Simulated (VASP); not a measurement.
Wanted: the native input for a VASP 6.6.1 run.

```
Task                   : single point
Functional             : PBE
Potentials or basis    : VASP PAW PBE potentials, release 64 (Sc_sv)
Cutoff                 : 520 eV
k mesh                 : 15 × 15 × 14
Occupations            : fermi-dirac, width 0.1 eV
Spin                   : no spin polarisation
Dipole correction      : no
Further INCAR settings : ALGO = Normal; EDIFF = 1e-06; NBANDS = 12
```

The structure of Sc lies in POSCAR:

```
Sc
1.0
    2.9851935563      0.0000000000      0.0000000000
   -1.4925967781      2.5852534550      0.0000000000
    0.0000000000      0.0000000000      2.7591070250
Sc
1
Direct
    0.0000000000      0.0000000000      0.0000000000
```

One way to write it, as run:

INCAR

```
  ALGO = Normal
  EDIFF = 1E-6
  ENCUT = 520
  GGA = PE
  ISIF = 2
  ISMEAR = -1
  LASPH = T
  LCHARG = T
  LELF = T
  LREAL = F
  LVHAR = T
  LWAVE = F
  NBANDS = 12
  NELM = 80
  PREC = Accurate
  SIGMA = 0.1
```

KPOINTS

```
k-points
0
Gamma
  15 15 14
```

Potentials or basis: VASP PAW PBE potentials, release 64 (Sc_sv).

The run is started by

```sh
$ cat potpaw_PBE.64/Sc_sv/POTCAR > POTCAR
$ mpirun -np 1 vasp_std > vasp.out
```

It gave:

| Property | Result |
| --- | --- |
| Pressure | 9.8 GPa |

Wall time 24 s on 1 thread of Intel(R) Xeon(R) Platinum 8259CL CPU @ 2.50GHz (Skylake/Cascade Lake), on a shared host, peak memory 0.18 GiB.
